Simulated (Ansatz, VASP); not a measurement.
## H2CClF: VASP beside Ansatz

```
CELL_PARAMETERS angstrom
5.02060 0.00000 0.00000
0.00000 4.14770 0.00000
-2.11432 0.00000 6.42885
ATOMIC_POSITIONS crystal
H 0.28535 0.39143 0.15534
H 0.71465 0.89143 0.84466
H 0.57085 0.10795 0.27087
H 0.42915 0.60795 0.72913
C 0.34613 0.14076 0.19426
C 0.65387 0.64076 0.80574
Cl 0.16651 0.00251 0.36834
Cl 0.83349 0.50251 0.63166
F 0.26455 0.95785 0.01500
F 0.73545 0.45785 0.98500
```

Alike in both runs: functional PBE; k mesh 7 × 8 × 5; occupations fermi-dirac, width 0.05 eV; no spin polarisation.

Ansatz relaxed the structure, and its values are those at the end. VASP's run is a single point on that final structure, the one shown.

|  | VASP | Ansatz |
| --- | --- | --- |
| version | VASP 6.6.1 | Ansatz 0.2.0 |
| potentials or method | VASP PAW PBE potentials, release 64 (H, C, Cl, F) | plane-wave PAW, scalar-relativistic |
| plane-wave cutoff (eV) | 520 | 420 |
| valence electrons in the cell | 40 | 40 |

VASP gave:

```
gap on the k mesh at the Fermi level (eV) : 6.06
pressure (GPa)                            : 1.4
rms of the force components (eV/Å)        : 0.146
```

**Question.** What did Ansatz give for the same quantities?

**Answer.** gap on the k mesh at the Fermi level (eV): 6.02; pressure (GPa): 1.3; rms of the force components (eV/Å): 0.005.

One of these differences is far larger than is usual between the two programs; its cause wasn't traced. The functional is the same, so the differences come from potentials, cutoffs and numerics. Ansatz's warnings: stress scf threshold loose.
